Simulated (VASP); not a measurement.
Write the native input for VASP 6.6.1 that does the following.

| Property | Result |
| --- | --- |
| Task | single point |
| Functional | PBEsol |
| Dispersion | D4 |
| Potentials or basis | VASP PAW PBE potentials, release 64 (Ta_pv, N) |
| Cutoff | 520 eV |
| k mesh | 10 × 10 × 10 |
| Occupations | fermi-dirac, width 0.05 eV |
| Spin | no spin polarisation |
| Dipole correction | no |
| Further INCAR settings | ALGO = Normal; EDIFF = 1e-06; NBANDS = 15 |

The structure of TaN lies in POSCAR:

```
TaN
1.0
    2.7125892666      0.0000000000      0.0000000000
    0.0000000000      2.7125892666      0.0000000000
    0.0000000000      0.0000000000      2.7125892666
Ta N
1 1
Direct
    0.0000000000      0.0000000000      0.0000000000
    0.5000000000      0.5000000000      0.5000000000
```

One way to write it, as run:

INCAR

```
SYSTEM = TaN
PREC = Accurate
ENCUT = 520
EDIFF = 1E-6
ISMEAR = -1
SIGMA = 0.05
LREAL = .FALSE.
LASPH = .TRUE.
NELM = 100
ALGO = Normal
ISIF = 2
LWAVE = .FALSE.
LCHARG = .FALSE.
GGA = PS
IVDW = 13
NBANDS = 15
```

KPOINTS

```
Automatic mesh
0
G
  10 10 10
  0 0 0
```

Potentials or basis: VASP PAW PBE potentials, release 64 (Ta_pv, N).

Command:

```console
$ cat potpaw_PBE.64/Ta_pv/POTCAR potpaw_PBE.64/N/POTCAR > POTCAR
$ mpirun -np 1 vasp_std > vasp.out
```

It gave:

The pressure is 1.0 GPa, the band gap on the k mesh is zero (band 8 reaches 16.02 eV, above the bottom of band 9 at 6.84 eV) and the dispersion energy per atom is -0.188 eV.

Caveat: the PAW data sets were made with another functional, which shifts forces and pressure a little; spin-orbit coupling is left out, which moves the levels of the heavy elements; pairwise dispersion overbinds metals, which lowers pressure and volume.

It took 20 s on 1 thread of Intel Xeon 8259CL (shared host), peak memory 0.14 GiB.
